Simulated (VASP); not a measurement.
A run of VASP 6.6.1 is set up as follows.

The input INCAR:

```
PREC = Accurate ; ENCUT = 500
EDIFF = 1E-6 ; ISMEAR = 0
SIGMA = 0.05 ; LREAL = False
LASPH = True ; NELM = 120
ALGO = Normal ; ISIF = 2
LWAVE = False ; LCHARG = False
GGA = PE ; NBANDS = 11
GGA_COMPAT = False
```

Contents of KPOINTS:

```
Automatic mesh
0
Gamma
  8 8 8
```

POSCAR

```
BP
1.0
    0.0000000000      2.2690000000      2.2690000000
    2.2690000000      0.0000000000      2.2690000000
    2.2690000000      2.2690000000      0.0000000000
B P
1 1
Direct
    0.0000000000      0.0000000000      0.0000000000
    0.2500000000      0.2500000000      0.2500000000
```

Potentials or basis: VASP PAW PBE potentials, release 64 (B, P).

Launch:

```console
$ cat potpaw_PBE.64/B/POTCAR potpaw_PBE.64/P/POTCAR > POTCAR
$ mpirun -np 1 vasp_std > vasp.out
```

Estimate the pressure.

0.9 GPa.

What does it give for the band gap on the k mesh?

1.27 eV, indirect (least direct gap 3.40 eV).

A k mesh can miss the band edges. As with any semilocal functional, this PBE gap is likely too small.
